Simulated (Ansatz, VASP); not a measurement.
In in VASP and in Ansatz

INCAR

```
SYSTEM = In
  PREC = Accurate
  ENCUT = 520
  EDIFF = 1E-6
  ISMEAR = -1
  SIGMA = 0.08
  LREAL = .False.
  LASPH = .True.
  NELM = 60
  ALGO = Normal
  ISIF = 2
  LWAVE = .False.
  LCHARG = .False.
  GGA = PS
  NBANDS = 20
```

The input KPOINTS:

```
regular mesh
0
Gamma
  10 10 10
  0 0 0
```

POSCAR

```
In
1.0
    0.0000000000      2.7690184126      2.7690184126
    2.7690184126      0.0000000000      2.7690184126
    2.7690184126      2.7690184126      0.0000000000
In
2
Direct
   -0.1250000000     -0.1250000000     -0.1250000000
    0.1250000000      0.1250000000      0.1250000000
```

Input for Ansatz:

```yaml
crystal:
  lattice:
    - [0.0, 2.7690184126, 2.7690184126]
    - [2.7690184126, 0.0, 2.7690184126]
    - [2.7690184126, 2.7690184126, 0.0]
  atoms:
    - { symbol: In, position: [-0.125, -0.125, -0.125] }
    - { symbol: In, position: [0.125, 0.125, 0.125] }
kpoints:
  mp_grid: { grid: [10, 10, 10] }
scf:
  occupations: { method: fermi_dirac, width: 0.08 }
hamiltonian:
  xc: pbesol
  pseudopotentials: { kind: all_electron, lapw: { basis_error: 0.001 } }
output:
  forces: true
  stress: true
  eigenvalues: true
  populations: true
```

Change from the starting cell: volume scaled by 0.6, LAPW.

Alike in both runs: task single point; functional PBEsol; k mesh 10 × 10 × 10; occupations fermi-dirac, width 0.08 eV; no spin polarisation.

```csv
,VASP,Ansatz
version,VASP 6.6.1,Ansatz 0.2.0
potentials or method,"VASP PAW PBE potentials, release 64 (In_d), cutoff 520 eV","all-electron LAPW, scalar-relativistic"
```

```tsv
	VASP	Ansatz	Ansatz less VASP
pressure (GPa)	52.1	51.9	-0.24
```

VASP's potentials were made for PBE, not for PBEsol. Both programs put the cell under a high pressure, so it lies far from rest at this level. Ansatz ran all-electron here, and VASP with PAW potentials.
